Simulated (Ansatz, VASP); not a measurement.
**One calculation of Rb, two programs**

```
Rb
1.0
    -2.79500    2.79500    2.79500
     2.79500   -2.79500    2.79500
     2.79500    2.79500   -2.79500
Rb
1
Direct
  0.00000 0.00000 0.00000
```

Alike in both runs: functional PBEsol; k mesh 14 × 14 × 14; no spin polarisation.

Ansatz relaxed the structure, and its values are those at the end. VASP's run is a single point on that final structure, the one shown.

|  | VASP | Ansatz |
| --- | --- | --- |
| version | VASP 6.6.1 | Ansatz 0.2.0 |
| potentials or method | VASP PAW PBE potentials, release 64 (Rb_sv) | plane-wave PAW, scalar-relativistic |
| plane-wave cutoff (eV) | 520 | 420 |
| occupations | methfessel-paxton of order 1, width 0.1 eV | cold, width 0.1 eV |
| valence electrons in the cell | 9 | 9 |

```csv
,VASP,Ansatz,Ansatz less VASP
pressure (GPa),0.0,0.0,0.00
```

VASP's potentials were made for PBE, not for PBEsol, and Ansatz warns of the same on its side.
